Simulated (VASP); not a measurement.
InSb: single point with PBE

InSb:

```
In Sb
1.0
     0.00000    3.19051    3.14193
     3.19051    0.00000    3.14193
     3.19051    3.19051    0.00000
In Sb
1 1
Direct
  0.00000 0.00000 0.00000
  0.75000 0.75000 0.75000
```

This cell differs from its parent crystal: strain -0.015 along x and y, -0.030 along z.

```yaml
Program: VASP 6.6.1
Task: single point
Functional: PBE
Potentials_or_basis: VASP PAW PBE potentials, release 64 (In_d, Sb)
Cutoff: 520 eV
k_mesh: 12 × 12 × 12
Occupations: gaussian, width 0.15 eV
Spin: no spin polarisation
Dipole_correction: no
Further_INCAR_settings: ALGO = Normal; EDIFF = 1e-06; NBANDS = 16
```

```json
{
 "Pressure": "6.7 GPa",
 "Band gap on the k mesh": "0.11 eV, direct"
}
```

Stress tensor (GPa, compression positive):
```
6.55 0.00 0.00
0.00 6.55 0.00
0.00 0.00 6.91
```

Levels at points of the mesh, in eV from the valence-band top:
```csv
k point,band 5,band 6,band 7,band 8,band 9,band 10,band 11,band 12,band 13,band 14
"(0.00, 0.00, 0.00)",-14.70,-11.18,-0.08,-0.08,0.00,0.11,2.87,2.91,2.91,5.73
"(0.50, 0.00, 0.00)",-14.70,-9.65,-5.97,-1.21,-1.10,0.59,3.72,3.81,5.99,8.56
"(0.50, 0.50, 0.00)",-14.69,-8.93,-6.19,-2.58,-2.58,1.12,1.15,8.47,8.47,9.23
"(0.50, 0.00, 0.50)",-14.69,-8.98,-6.27,-2.50,-2.49,1.21,1.27,8.42,8.48,9.13
```

Run time: 2.9 min on 1 thread of AMD EPYC 7R13 Processor (Zen 3), with other jobs on the host, peak memory 0.3 GiB.

Caveat: the cell differs from its parent crystal (strain -0.015 along x and y, -0.030 along z); spin-orbit coupling is left out, which moves the levels of the heavy elements. A k mesh can miss the band edges.
